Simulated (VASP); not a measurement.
Re, 1 atom in the cell. It takes space group Fm-3m (No. 225, cubic). Conventional cell: a = 3.836 Å, b = 3.836 Å, c = 3.836 Å, α = 90.00°, β = 90.00°, γ = 90.00°. Re (site symmetry m-3m) has 12 Re at 2.71 Å within 3.6 Å.  This cell differs from its parent crystal: volume scaled by 0.94.

| Quantity | Value |
| --- | --- |
| Program | VASP 6.6.1 |
| Task | single point |
| Functional | PBE |
| Potentials or basis | VASP PAW PBE potentials, release 64 (Re) |
| Cutoff | 520 eV |
| k mesh | 18 × 18 × 18 |
| Occupations | gaussian, width 0.1 eV |
| Spin | no spin polarisation |
| Dipole correction | no |
| Further INCAR settings | ALGO = Normal; EDIFF = 1e-06; NBANDS = 10 |

Potentials or basis: VASP PAW PBE potentials, release 64 (Re).

Run with:

```sh
$ cat potpaw_PBE.64/Re/POTCAR > POTCAR
$ mpirun -np 1 vasp_std > vasp.out
```

Hardware: 1 thread of Intel(R) Xeon(R) Platinum 8559C (Emerald Rapids), with other jobs on the host.

Q: Estimate the wall time of this run.

A: It took 23 s on 1 thread of Intel(R) Xeon(R) Platinum 8559C (Emerald Rapids), on a shared host, peak memory 0.15 GiB. Counts: scf iterations 11, k points 195.
